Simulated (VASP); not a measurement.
# NaLaMnMoO6: electron localisation function with PBE

The system is NaLaMnMoO6.

```
CELL_PARAMETERS angstrom
-2.72294 2.72294 3.89889
2.72294 -2.72294 3.89889
2.72294 2.72294 -3.89889
ATOMIC_POSITIONS crystal
Na 0.25000 0.75000 0.50000
La 0.75000 0.25000 0.50000
Mn 0.50000 0.50000 0.00000
Mo 0.00000 0.00000 0.00000
O 0.20766 0.29607 0.50371
O 0.29605 0.79234 0.08841
O 0.79236 0.70395 0.49629
O 0.70393 0.20764 0.91159
O 0.25194 0.25194 0.00000
O 0.74806 0.74806 0.00000
```

```json
{
  "Program": "VASP 6.6.1",
  "Task": "electron localisation function",
  "Functional": "PBE",
  "Potentials or basis": "VASP PAW PBE potentials, release 64 (Na_pv, La, Mn_pv, Mo_sv, O)",
  "Cutoff": "520 eV",
  "k mesh": "7 × 7 × 7",
  "Occupations": "fermi-dirac, width 0.05 eV",
  "Spin": "collinear spin, ferromagnetic start",
  "Starting moments": "[0.0, 0.0, 4.0, 1.0, 0.0, 0.0, 0.0, 0.0, 0.0, 0.0] μB",
  "Further INCAR settings": "ALGO = Normal; EDIFF = 1e-06"
}
```

```yaml
Pressure: 0.6 GPa
Largest_force: 0.134 eV/Å
Net_moment: 2.00 μB per cell
Site_moments: Na +0.00; La -0.02; Mn +2.51; Mo -0.58; O +0.01 μB
Valence_electrons_inside_the_program's_atomic_spheres: Na 6.02; La 8.47; Mn 11.67; Mo 12.36; O 5.03
```

Forces in eV/Å, atoms in the order of the input:
```
Na   0.000  0.000  0.000
La   0.000  0.000  0.000
Mn   0.000  0.000  0.000
Mo   0.000  0.000  0.000
O   -0.028 -0.079 -0.014
O    0.079 -0.028  0.014
O    0.028  0.079 -0.014
O   -0.079  0.028  0.014
O    0.000  0.000 -0.134
O    0.000  0.000  0.134
```

Stress tensor (GPa, compression positive):
```
0.54 0.00 0.00
0.00 0.54 0.00
0.00 0.00 0.66
```

Levels at points of the mesh, in eV from the Fermi level:
Spin up:
| k point | band 39 | band 40 | band 41 | band 42 | band 43 | band 44 | band 45 | band 46 |
| --- | --- | --- | --- | --- | --- | --- | --- | --- |
| (0.00, 0.00, 0.00) | -2.73 | -2.37 | -2.37 | -0.73 | -0.34 | 0.81 | 0.81 | 1.09 |
Spin down:
```csv
k point,band 36,band 37,band 38,band 39,band 40,band 41,band 42,band 43
"(0.00, 0.00, 0.00)",-3.04,-2.65,-2.65,-1.17,-1.17,-1.17,0.69,1.06
```

Run time: 8.3 min on 4 MPI ranks on Intel(R) Xeon(R) Platinum 8175M CPU @ 2.50GHz (Skylake/Cascade Lake), on a shared host, peak memory 0.35 GiB a rank.

Caveat: spin-orbit coupling is left out, which moves the levels of the heavy elements; a cell with one magnetic atom can't hold antiferromagnetic order, which such compounds often take; semilocal functionals often make such compounds metallic where correlation or magnetic order opens a gap, which also shifts bond lengths. With open d or f shells a metallic result of PBE can be an artefact of self-interaction; +U or a hybrid may open a gap.
